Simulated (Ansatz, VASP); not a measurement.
## One calculation of SnO2, two programs

```xyz
6
Lattice="3.2574 0.0000 0.0000 -1.6287 2.8210 0.0000 0.0000 0.0000 10.3663" Properties=species:S:1:pos:R:3 pbc="T T T"
Sn    0.0000    0.0000    5.1831
Sn    0.0000    0.0000    0.0000
O     1.6287    0.9403    4.1503
O     1.6287    0.9403    1.0328
O     0.0000    1.8807    6.2160
O     0.0000    1.8807    9.3334
```

Change from the starting cell: mode 1 frozen in at +0.000 Å, equal normal strain along x, y and z +0.0250.

Alike in both runs: task single point; functional PBEsol; dispersion D3(BJ); k mesh 12 × 12 × 4; occupations gaussian, width 0.05 eV; no spin polarisation.

```csv
,VASP,Ansatz
version,VASP 6.6.1,Ansatz 0.2.0
potentials or method,"VASP PAW PBE potentials, release 64 (Sn_d, O), cutoff 520 eV","scalar-relativistic, plane waves, PAW"
valence electrons in the cell,52,52
```

```csv
,VASP,Ansatz,Ansatz less VASP
gap on the k mesh at the Fermi level (eV),1.71,1.73,+0.020
least direct gap on the mesh (eV),2.02,2.03,+0.014
pressure (GPa),-8.9,-9.4,-0.51
"traceless stress, the component that is largest in VASP (GPa)",3.39,3.72,+0.330
rms of the force components (eV/Å),0.333,0.358,+0.0247
```

VASP's potentials were made for PBE, not for PBEsol, and Ansatz warns of the same on its side. Atom by atom the forces differ by 0.025 eV/Å (rms over components).
